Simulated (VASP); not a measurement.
SiC, 2 atoms in the cell. It takes space group R3m (No. 160, trigonal). Conventional cell: a = 3.227 Å, b = 3.227 Å, c = 7.656 Å, α = 90.00°, β = 90.00°, γ = 120.00°. Si (site symmetry 3m) has 4 C at 1.91 to 1.97 Å within 2.5 Å. C (site symmetry 3m) has 4 Si at 1.91 to 1.97 Å within 2.5 Å. 

```yaml
Program: VASP 6.6.1
Task: single point
Functional: PBE
Potentials_or_basis: VASP PAW PBE potentials, release 64 (Si, C)
Cutoff: 520 eV
k_mesh: 12 × 12 × 12
Occupations: gaussian, width 0.05 eV
Spin: no spin polarisation
Dipole_correction: no
Further_INCAR_settings: ALGO = Normal; EDIFF = 1e-07; NBANDS = 11
```

Potentials or basis: VASP PAW PBE potentials, release 64 (Si, C).

The run is started by

```bash
$ cat potpaw_PBE.64/Si/POTCAR potpaw_PBE.64/C/POTCAR > POTCAR
$ mpirun -np 1 vasp_std > vasp.out
```

Hardware: 1 thread of Intel(R) Xeon(R) Platinum 8559C (Emerald Rapids), with other jobs on the host.

Question: Estimate the wall time of this run.

Answer: Wall time 14 s on 1 thread of Intel(R) Xeon(R) Platinum 8559C (Emerald Rapids), on a shared host, peak memory 0.16 GiB. Counts: scf iterations 14, k points 189.
